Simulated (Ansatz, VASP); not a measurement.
# Two plane-wave programs on GdN

File POSCAR:

```
GdN
1.0
    3.3867809642      0.0000000000      0.0000000000
   -1.6933904821      2.9330383520      0.0000000000
    0.0000000000      0.0000000000      3.0801088260
Gd N
1 1
Direct
    0.0000000000      0.0000000000      0.0000000000
    0.6666666667      0.3333333333      0.5000000000
```

INCAR.step1

```
SYSTEM = GdN
PREC = Accurate
ENCUT = 520
ISMEAR = 0
SIGMA = 0.05
LREAL = .False.
LASPH = .True.
NELM = 150
ISPIN = 2
MAGMOM = 7 0
LMAXMIX = 6
LDAU = .True.
LDAUTYPE = 2
LDAUL = 3 -1
LDAUU = 4 0
LDAUJ = 0 0
NBANDS = 22
GGA = PE
ALGO = Normal
EDIFF = 1E-4
LWAVE = .True.
LCHARG = .False.
```

The input INCAR.step2:

```
SYSTEM = GdN
PREC = Accurate
ENCUT = 520
EDIFF = 1E-6
ISMEAR = 0
SIGMA = 0.05
LREAL = .False.
LASPH = .True.
NELM = 150
ALGO = Normal
ISIF = 2
LWAVE = .False.
LCHARG = .False.
ISPIN = 2
MAGMOM = 7 0
LORBIT = 11
LMAXMIX = 6
LDAU = .True.
LDAUTYPE = 2
LDAUL = 3 -1
LDAUU = 4 0
LDAUJ = 0 0
LDAUPRINT = 1
METAGGA = R2SCAN
LMIXTAU = .True.
NBANDS = 22
ISTART = 1
```

KPOINTS

```
Automatic mesh
0
Gamma
  12 12 12
  0 0 0
```

Input for Ansatz:

```yaml
crystal:
  lattice:
    - [3.386780964171, 0.0, 0.0]
    - [-1.693390482085, 2.933038352025, 0.0]
    - [0.0, 0.0, 3.080108826]
  atoms:
    - { symbol: Gd, position: [-3.700743415525e-17, 0.0, 0.0], spin: 7.0 }
    - { symbol: "N", position: [0.6666666666667, 0.3333333333333, 0.5] }
basis:
  ecutwfc: 500
  ecutrho_ratio: 4
kpoints:
  mp_grid: { grid: [12, 12, 12] }
hamiltonian:
  xc: r2scan
  hubbard: { sites: [{ species: Gd, l: f, u_eff: 4.0 }], double_counting: fll }
scf:
  occupations: { method: gaussian, width: 0.05 }
output:
  forces: true
  stress: true
magnetization:
  spin_polarized: true
```

Alike in both runs: task single point; functional r2SCAN; k mesh 12 × 12 × 12; occupations gaussian, width 0.05 eV; collinear spin; Hubbard terms Gd f U = 4.0 eV.

|  | VASP | Ansatz |
| --- | --- | --- |
| version | VASP 6.6.1 | Ansatz 0.2.0 |
| potentials or method | VASP PAW PBE potentials, release 64 (Gd, N), cutoff 520 eV | scalar-relativistic, plane waves, PAW |
| valence electrons in the cell | 23 | 23 |

```tsv
	VASP	Ansatz	Ansatz less VASP
pressure (GPa)	1.3	1.2	-0.06
traceless stress, the component that is largest in VASP (GPa)	0.30	0.20	-0.097
net moment per atom (μB)	3.50	3.50	0.000
size of the moment on the site where the two differ most (μB)	6.83	6.96	+0.134
```

VASP's potentials were made for PBE, not for r2SCAN. Site moments also hang on the region over which each program counts them. The programs project onto different local orbitals, so the same U acts differently, and such runs can settle in different states. Ansatz's warnings: stability check not made.

Spin-orbit coupling is off throughout.
